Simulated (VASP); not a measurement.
# Ir (P6/mmm) in VASP: a series of runs, part 2 of 2

VASP 6.6.1.

## Step 3: Relaxation of cell and atoms, PBEsol

This run uses another cell than the first one, of 16.63 Å³/atom.

File INCAR:

```
PREC     = Accurate       # precision mode
ENCUT    = 600            # plane-wave cutoff, eV
EDIFF    = 1E-7           # SCF threshold, eV
ISMEAR   = 0              # smearing method
SIGMA    = 0.1            # smearing width, eV
LREAL    = False          # projectors in reciprocal space
LASPH    = True           # aspherical terms in the spheres
NELM     = 100            # most SCF steps
ALGO     = Fast           # electronic algorithm
ISIF     = 3              # what is computed and relaxed
LWAVE    = False          # write WAVECAR
LCHARG   = False          # write CHGCAR
GGA      = PS             # functional
IBRION   = 2              # ionic algorithm
NSW      = 90             # ionic steps
EDIFFG   = -0.04          # ionic threshold
```

File KPOINTS:

```
Automatic mesh
0
Gamma
  6 6 6
```

File POSCAR:

```
Ir
1.0
    4.5461018397      0.0000000000      0.0000000000
   -2.2730509199      3.9370396814      0.0000000000
    0.0000000000      0.0000000000      2.7869580843
Ir
3
Direct
    0.0000000000      0.0000000000      0.0000000000
    0.3333333333      0.6666666667      0.5000000000
    0.6666666667      0.3333333333      0.5000000000
```

Potentials or basis: VASP PAW PBE potentials, release 64 (Ir).

Launch:

```bash
cat potpaw_PBE.64/Ir/POTCAR > POTCAR
mpirun -np 1 vasp_std > vasp.out
```

OUTCAR:

```text
PREC = Accurate
   ENCUT = 600
   EDIFF = 1E-7
   ISMEAR = 0
   LREAL = False
   LASPH = True
   NELM = 100
   ISIF = 3
   GGA = PS
   IBRION = 2
   NSW = 90
   EDIFFG = -0.04

 ion  position               nearest neighbor table
   1  0.000  0.000  0.000-   2 2.97   3 2.97   2 2.97   3 2.97   3 2.97   3 2.97   2 2.97   2 2.97
                             3 2.97   3 2.97   2 2.97   2 2.97
   2  0.333  0.667  0.500-   3 2.62   3 2.62   3 2.62   1 2.97   1 2.97   1 2.97   1 2.97   1 2.97
                             1 2.97
   3  0.667  0.333  0.500-   2 2.62   2 2.62   2 2.62   1 2.97   1 2.97   1 2.97   1 2.97   1 2.97
                             1 2.97

  LATTYP: Found a hexagonal cell.
 ALAT       =     4.5461018397
 C/A-ratio  =     0.6130434783

  Lattice vectors:

 A1 = (   4.5461018397,   0.0000000000,   0.0000000000)
[... 775 lines left out ...]
  free  energy   TOTEN  =       -28.3328288013 eV

  energy  without entropy=      -28.3123055925  energy(sigma->0) =      -28.32256720

[... ionic steps 4 to 7 ...]

--------------------------------------- Ionic step        8  -------------------------------------------

 number of electron      26.9999998 magnetization

------------------------ aborting loop because EDIFF is reached ----------------------------------------
[... 69 lines left out ...]
--------------------------------------- Ionic step       10  -------------------------------------------

 number of electron      26.9999998 magnetization

 Free energy of the ion-electron system (eV)
  ---------------------------------------------------
  ext. energy  EPLUGINS =         0.00000000
  ---------------------------------------------------
  free energy    TOTEN  =       -28.36588811 eV

  energy without entropy =      -28.34693177  energy(sigma->0) =      -28.35640994

 E-fermi :   9.7396     XC(G=0): -13.9293

 val. band max:        9.7060325503   @ k =   0.3333   0.0000   0.1667
 cond. band min:       9.7937234293   @ k =   0.1667   0.1667   0.3333
 fundamental gap:      0.0876908790
 Fermi energy:         9.7395989543

 k-point     1 :       0.0000    0.0000    0.0000
  band No.  band energies     occupation
      1      -1.1081      2.00000
      2       2.6783      2.00000
      3       5.0384      2.00000
      4       5.1970      2.00000
      5       5.1970      2.00000
      6       5.1995      2.00000
[... 501 lines left out ...]
  FREE ENERGIE OF THE ION-ELECTRON SYSTEM (eV)
  ---------------------------------------------------
  free  energy   TOTEN  =       -28.3658881056 eV

  energy  without entropy=      -28.3469317713  energy(sigma->0) =      -28.35640994

 reached required accuracy - stopping structural energy minimisation
```

OSZICAR:

```text
N       E                     dE             d eps       ncg     rms          rms(c)
DAV:   1     0.271347126318E+03    0.27135E+03   -0.13127E+04   952   0.169E+03
DAV:   2    -0.105130577921E+02   -0.28186E+03   -0.27505E+03   971   0.458E+02
DAV:   3    -0.286577438498E+02   -0.18145E+02   -0.17207E+02  1331   0.108E+02
DAV:   4    -0.295488186984E+02   -0.89107E+00   -0.87414E+00  1228   0.239E+01
[... 125 lines left out ...]
RMM:   5    -0.283658852665E+02   -0.15960E-04   -0.26658E-04   996   0.113E-01    0.367E-02
RMM:   6    -0.283658877756E+02   -0.25091E-05   -0.73990E-05   954   0.112E-01    0.240E-02
RMM:   7    -0.283658875538E+02    0.22186E-06   -0.21662E-05  1038   0.402E-02    0.593E-03
RMM:   8    -0.283658880069E+02   -0.45314E-06   -0.38958E-06   930   0.107E-02    0.419E-03
RMM:   9    -0.283658881056E+02   -0.98715E-07   -0.65434E-07   703   0.605E-03
  10 F= -.28365888E+02 E0= -.28356410E+02  d E =-.252183E-03
```

Wall time 6.2 min (1 thread of Intel Xeon 8259CL, shared host); peak memory 0.2 GiB.

What came out:

- Free energy: -28.3659 eV
- Relaxed volume: 14.53 Å³/atom
- Relaxed cell: a = 4.321 Å, b = 4.321 Å, c = 2.695 Å, α = 90.00°, β = 90.00°, γ = 120.00°
- Space group after relaxing (to 0.1 Å): P6/mmm (No. 191)
- Pressure after relaxing: 0.0 GPa
- Band gap on the k mesh: zero (an odd number of electrons rules out a gap without spin polarisation)

Final structure:
```
CELL_PARAMETERS angstrom
4.32134 0.00000 0.00000
-2.16067 3.74239 0.00000
0.00000 0.00000 2.69479
ATOMIC_POSITIONS crystal
Ir 0.00000 0.00000 0.00000
Ir 0.33333 0.66667 0.50000
Ir 0.66667 0.33333 0.50000
```

Levels at points of the mesh, in eV from the Fermi level:
| k point | band 10 | band 11 | band 12 | band 13 | band 14 | band 15 | band 16 | band 17 |
| --- | --- | --- | --- | --- | --- | --- | --- | --- |
| (0.00, 0.00, 0.00) | -3.04 | -2.13 | -2.13 | -2.04 | -2.04 | 1.25 | 1.25 | 6.24 |
| (0.50, 0.00, 0.00) | -1.87 | -1.81 | -0.51 | -0.19 | 0.26 | 0.28 | 0.33 | 0.47 |
| (0.00, 0.00, 0.50) | -2.83 | 0.10 | 0.10 | 0.74 | 0.74 | 2.16 | 2.86 | 3.13 |
| (0.50, 0.00, 0.50) | -2.08 | -1.67 | -0.47 | 0.41 | 0.77 | 1.70 | 2.04 | 3.36 |

Caveat: the k points lie up to 0.39 Å⁻¹ apart in the final cell, too coarse for converged energies and pressures of a metal; the PAW data sets were made with another functional, which shifts forces and pressure a little; spin-orbit coupling is left out, which moves the levels of the heavy elements.
